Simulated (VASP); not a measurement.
Here is a VASP 6.6.1 calculation.

The input INCAR:

```
SYSTEM = MgO
PREC = Accurate ; ENCUT = 600
EDIFF = 1E-7 ; ISMEAR = -1
SIGMA = 0.08 ; LREAL = .FALSE.
LASPH = .TRUE. ; NELM = 80
ALGO = Normal ; ISIF = 3
LWAVE = .FALSE. ; LCHARG = .FALSE.
GGA = PE ; IBRION = 2
NSW = 60 ; EDIFFG = -0.005
PSTRESS = 1900.0
```

KPOINTS

```
regular mesh
0
G
  18 18 18
  0 0 0
```

POSCAR

```
MgO
1.0
    0.0000000000      1.8136484872      1.8136484872
    1.8136484872      0.0000000000      1.8136484872
    1.8136484872      1.8136484872      0.0000000000
Mg O
1 1
Direct
    0.0000000000      0.0000000000      0.0000000000
    0.5000000000      0.5000000000      0.5000000000
```

Potentials or basis: VASP PAW PBE potentials, release 64 (Mg, O).

Launch:

```console
$ cat potpaw_PBE.64/Mg/POTCAR potpaw_PBE.64/O/POTCAR > POTCAR
$ mpirun -np 1 vasp_std > vasp.out
```

(1) Estimate the space group after relaxing (to 0.05 Å).

(2) Predict the relaxed cell.

Results:

(1) Fm-3m (No. 225).

(2) a = 2.568 Å, b = 2.568 Å, c = 2.568 Å, α = 60.00°, β = 60.00°, γ = 60.00°.
